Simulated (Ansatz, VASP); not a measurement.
## Two plane-wave programs on TaNb2O5

```
Ta Nb O
1.0
     4.87135   -2.10981    0.02387
     4.87135    2.10981    0.02387
    -4.84675    0.00000    4.54860
Ta Nb O
1 2 5
Direct
  0.00000 0.00000 0.00000
  0.81273 0.81273 0.22742
  0.18727 0.18727 0.77258
  0.50000 0.50000 0.00000
  0.30218 0.30218 0.21288
  0.69782 0.69782 0.78712
  0.09596 0.09596 0.38281
  0.90404 0.90404 0.61719
```

Change from the starting cell: built by hand: vacancy-ordered rocksalt M3O5 (C2/m, No. 12).

Alike in both runs: functional PBE; k mesh 3 × 3 × 3; occupations gaussian, width 0.15 eV; no spin polarisation.

Ansatz relaxed the structure, and its values are those at the end. VASP's run is a single point on that final structure, the one shown.

|  | VASP | Ansatz |
| --- | --- | --- |
| version | VASP 6.6.1 | Ansatz 0.2.0 |
| potentials or method | VASP PAW PBE potentials, release 64 (Ta_sv_GW, Nb_sv, O), cutoff 600 eV | scalar-relativistic, plane waves, PAW |
| valence electrons in the cell | 69 | 69 |

VASP gave:

| Item | Value |
| --- | --- |
| gap on the k mesh at the Fermi level (eV) | none |
| pressure (GPa) | 0.0 |
| rms of the force components (eV/Å) | 0.017 |

Estimate Ansatz's values.

gap on the k mesh at the Fermi level (eV): none; pressure (GPa): 0.4; rms of the force components (eV/Å): 0.011.

A gap of «none» marks a metal or a gap that the smearing closes.

The k mesh is coarse, so the values compare programs but aren't converged. Neither program's run includes spin-orbit coupling.
